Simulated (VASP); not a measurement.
ZnCu2SnS4:

```
Zn Cu Sn S
1.0
    -2.71710    2.71710    5.42480
     2.71710   -2.71710    5.42480
     2.71710    2.71710   -5.42480
Zn Cu Sn S
1 2 1 4
Direct
  0.25000 0.75000 0.50000
  0.00000 0.00000 0.00000
  0.75000 0.25000 0.50000
  0.50000 0.50000 0.00000
  0.37161 0.88441 0.99960
  0.11559 0.11519 0.48720
  0.88481 0.37201 0.00040
  0.62799 0.62839 0.51280
```

| Quantity | Value |
| --- | --- |
| Program | VASP 6.6.1 |
| Task | relaxation of cell and atoms |
| Functional | PBE |
| Potentials or basis | VASP PAW PBE potentials, release 64 (Zn, Cu_sv_GW, Sn_d, S) |
| Cutoff | 700 eV |
| k mesh | 2 × 2 × 2 |
| Occupations | fermi-dirac, width 0.02 eV |
| Spin | no spin polarisation |

At the start: pressure 1.3 GPa; volume 20.02 Å³/atom.

Q: How do energy, volume and symmetry change on relaxing?

A: Over 7 steps the energy falls by 7.3 meV/atom and the volume is 20.23 Å³/atom (+1.0 %); space group I-4 (No. 82, to 0.1 Å) before and after.

Step by step:
```csv
step,energy change (eV),largest force (eV/Å),pressure (GPa),volume (Å³)
1,0.0000,0.5320,1.29,160.20
2,-0.0425,0.2095,-0.76,163.97
3,-0.0426,0.1993,-0.80,164.12
4,-0.0565,0.0803,-0.23,162.54
5,-0.0585,0.0256,0.04,161.80
6,-0.0585,0.0189,0.08,161.69
7,-0.0586,0.0072,0.01,161.88
```

Final structure:
```yaml
crystal:
  lattice:
    - [-2.73113, 2.73113, 5.42558]
    - [2.73113, -2.73113, 5.42558]
    - [2.73113, 2.73113, -5.42558]
  atoms:
    - { symbol: Zn, position: [0.25000, 0.75000, 0.50000] }
    - { symbol: Cu, position: [0.00000, 0.00000, 0.00000] }
    - { symbol: Cu, position: [0.75000, 0.25000, 0.50000] }
    - { symbol: Sn, position: [0.50000, 0.50000, 0.00000] }
    - { symbol: S, position: [0.37140, 0.89455, 0.00750] }
    - { symbol: S, position: [0.10545, 0.11295, 0.47685] }
    - { symbol: S, position: [0.88705, 0.36390, 0.99250] }
    - { symbol: S, position: [0.63610, 0.62859, 0.52315] }
```

Caveat: the k points lie up to 0.64 Å⁻¹ apart in the final cell.
